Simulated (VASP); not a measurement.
A run of VASP 6.6.1 is set up as follows.

The input POSCAR:

```
CuI
1.0
    3.0116971668      3.0116971668      0.0000000000
   -3.0116971668      3.0116971668      0.0000000000
    0.0000000000      3.0116971668      3.0116971668
Cu I
1 1
Direct
    0.7500000000      0.2500000000      0.5000000000
    0.0000000000      0.0000000000      0.0000000000
```

INCAR.step1

```
SYSTEM = CuI
PREC = Accurate ; ENCUT = 600
ISMEAR = 0 ; SIGMA = 0.01
LREAL = .False. ; LASPH = .True.
NELM = 60 ; GGA = PE
ALGO = Normal ; EDIFF = 1E-4
LWAVE = .True. ; LCHARG = .False.
```

Contents of INCAR.step2:

```
SYSTEM = CuI
PREC = Accurate ; ENCUT = 600
EDIFF = 1E-7 ; ISMEAR = 0
SIGMA = 0.01 ; LREAL = .False.
LASPH = .True. ; NELM = 60
ALGO = Normal ; ISIF = 3
LWAVE = .False. ; LCHARG = .False.
METAGGA = R2SCAN ; LMIXTAU = .True.
IBRION = 2 ; NSW = 100
EDIFFG = -0.002 ; PSTRESS = 150.0
ISTART = 1
```

Contents of KPOINTS:

```
regular mesh
0
Gamma
  6 6 6
  0 0 0
```

Potentials or basis: VASP PAW PBE potentials, release 64 (Cu, I).

Launch:

```console
$ cat potpaw_PBE.64/Cu/POTCAR potpaw_PBE.64/I/POTCAR > POTCAR
$ cp INCAR.step1 INCAR
$ mpirun -np 1 vasp_std > vasp.out
$ cp INCAR.step2 INCAR
$ mpirun -np 1 vasp_std > vasp.out
```

Q: Predict the relaxed volume.

A: 22.27 Å³/atom.

Q: Predict the relaxed cell.

A: a = 3.979 Å, b = 3.979 Å, c = 3.979 Å, α = 60.00°, β = 60.00°, γ = 90.00°.

Q: What does it give for the band gap on the k mesh?

A: 2.39 eV.

The path:
```tsv
step	energy change (eV)	largest force (eV/Å)	pressure (GPa)	volume (Å³)
1	0.0000	0.0000	-0.01	54.63
2	1.7664	0.0000	47.17	36.79
3	0.3534	0.0000	14.18	44.87
4	0.3770	0.0000	14.82	44.61
5	0.3945	0.0000	15.28	44.43
6	0.3730	0.0000	14.71	44.66
7	0.3829	0.0000	14.98	44.55
8	0.3836	0.0000	14.99	44.54
9	0.3858	0.0000	15.06	44.52
10	0.3841	0.0000	15.00	44.54
```

Caveat: the cell is relaxed towards a set pressure, so the run minimises the enthalpy, not the energy; the volume moved by over 15 % at a fixed basis, so the end points are rough; the PAW data sets were made with another functional, which shifts forces and pressure a little; spin-orbit coupling is left out, which moves the levels of the heavy elements. A k mesh can miss the band edges.
